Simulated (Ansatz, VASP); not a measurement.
# BeCoF4 in VASP and in Ansatz

```
Be Co F
1.0
     3.38999    0.00000    0.00000
     0.00000    3.38999    0.00000
     0.00000    0.00000    4.87574
Be Co F
1 1 4
Direct
  0.00000 0.00000 0.00000
  0.50000 0.50000 0.50000
  0.50000 0.00000 0.23411
  0.00000 0.50000 0.76589
  0.50000 0.00000 0.76589
  0.00000 0.50000 0.23411
```

Alike in both runs: functional PBE; k mesh 4 × 4 × 4; occupations gaussian, width 0.1 eV; collinear spin.

Ansatz relaxed the structure, and its values are those at the end. VASP's run is a single point on that final structure, the one shown.

|  | VASP | Ansatz |
| --- | --- | --- |
| version | VASP 6.6.1 | Ansatz 0.2.0 |
| potentials or method | VASP PAW PBE potentials, release 64 (Be, Co, F), cutoff 520 eV | scalar-relativistic, plane waves, PAW |
| valence electrons in the cell | 39 | 47 |

Ansatz gave:

```
gap on the k mesh at the Fermi level (eV)                     : 1.44
least direct gap on the mesh (eV)                             : 1.47
pressure (GPa)                                                : 0.0
net moment per atom (μB)                                      : 0.50
size of the moment on the site where the two differ most (μB) : 2.60
```

Task: Estimate VASP's values.

Result: gap on the k mesh at the Fermi level (eV): 1.43; least direct gap on the mesh (eV): 1.45; pressure (GPa): -0.4; net moment per atom (μB): 0.50; size of the moment on the site where the two differ most (μB): 2.68.

Site moments also hang on the region over which each program counts them. VASP's potentials hold 39 valence electrons a cell and Ansatz's 47, so a difference there can come from the potentials and not from the codes.

The k mesh is coarse, so the values compare programs but aren't converged.
